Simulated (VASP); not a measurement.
A run of VASP 6.6.1 is set up as follows.

File INCAR:

```
PREC     = Accurate       # precision mode
ENCUT    = 500            # plane-wave cutoff, eV
EDIFF    = 1E-7           # SCF threshold, eV
ISMEAR   = 0              # smearing method
SIGMA    = 0.1            # smearing width, eV
LREAL    = F              # projectors in reciprocal space
LASPH    = T              # aspherical terms in the spheres
NELM     = 200            # most SCF steps
ALGO     = Normal         # electronic algorithm
ISIF     = 3              # what is computed and relaxed
LWAVE    = F              # write WAVECAR
LCHARG   = F              # write CHGCAR
GGA      = PE             # functional
IBRION   = 2              # ionic algorithm
NSW      = 100            # ionic steps
EDIFFG   = -0.01          # ionic threshold
GGA_COMPAT= F            
NELMIN   = 4            
LMAXMIX  = 6              # l up to which the mixer works
```

The input KPOINTS:

```
regular mesh
0
Gamma
  8 8 4
```

File POSCAR:

```
K3TbTe2
1.0
    4.7577878262      0.0000000000      0.0000000000
    0.0000000000      4.7577878262      0.0000000000
    0.0000000000      0.0000000000     11.1189899292
K Tb Te
3 1 2
Direct
    0.5000000000      0.5000000000      0.1903163692
    0.5000000000      0.5000000000      0.5000000000
    0.5000000000      0.5000000000      0.8096836308
    0.0000000000      0.0000000000      0.0000000000
    0.0000000000      0.0000000000      0.2704159556
    0.0000000000      0.0000000000      0.7295840444
```

Potentials or basis: VASP PAW PBE potentials, release 64 (K_sv, Tb_3, Te), 4f in core.

Run with:

```sh
$ cat potpaw_PBE.64/K_sv/POTCAR potpaw_PBE.64/Tb_3/POTCAR potpaw_PBE.64/Te/POTCAR > POTCAR
$ mpirun -np 1 vasp_std > vasp.out
```

Problem. Predict the space group after relaxing (to 0.1 Å).

Solution. P4/mmm (No. 123).

Problem. Estimate the relaxed cell.

Solution. a = 4.792 Å, b = 4.792 Å, c = 11.156 Å, α = 90.00°, β = 90.00°, γ = 90.00°.

The path:
```
step  energy change (eV)  largest force (eV/Å)  pressure (GPa)  volume (Å³)
   1              0.0000                0.0301            0.26       251.70
   2             -0.0029                0.0307            0.08       254.21
   3             -0.0033                0.0572           -0.02       255.61
   4             -0.0039                0.0253           -0.01       256.03
   5             -0.0039                0.0179            0.00       256.12
   6             -0.0040                0.0145            0.00       256.13
   7             -0.0042                0.0063            0.01       256.16
```

Caveat: the smearing spreads over this small gap; spin-orbit coupling is left out, which moves the levels of the heavy elements; the 4f electrons are frozen in the core, so they carry no moment and show no levels. Spin polarisation is off, so any magnetic state and its effect on volume and gap are missing.
